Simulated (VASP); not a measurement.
Input of a VASP 6.6.1 run:

The input INCAR:

```
  ALGO = Normal
  EDIFF = 1E-6
  ENCUT = 520
  GGA = PE
  ISIF = 2
  ISMEAR = -1
  LASPH = T
  LCHARG = F
  LREAL = F
  LWAVE = F
  NBANDS = 16
  NELM = 100
  PREC = Accurate
  SIGMA = 0.01
```

KPOINTS

```
k-points
0
Gamma
  9 9 9
```

The input POSCAR:

```
AgCl
1.0
    3.5369921900      0.0000000000      0.0000000000
    0.0000000000      3.5369921900      0.0000000000
    0.0000000000      0.0000000000      3.4339730000
Ag Cl
1 1
Direct
    0.0000000000      0.0000000000      0.0000000000
    0.5000000000      0.5000000000      0.5000000000
```

Potentials or basis: VASP PAW PBE potentials, release 64 (Ag, Cl).

Run with:

```sh
$ cat potpaw_PBE.64/Ag/POTCAR potpaw_PBE.64/Cl/POTCAR > POTCAR
$ mpirun -np 1 vasp_std > vasp.out
```

(1) What does it give for the pressure?

(2) Predict the band gap on the k mesh.

Results:

(1) -2.6 GPa.

(2) 0.55 eV (least direct gap 1.70 eV).

Caveat: the cell differs from its parent crystal (equal xx and yy strain of +3 %); semilocal functionals underestimate gaps, and a narrow one can read as zero.
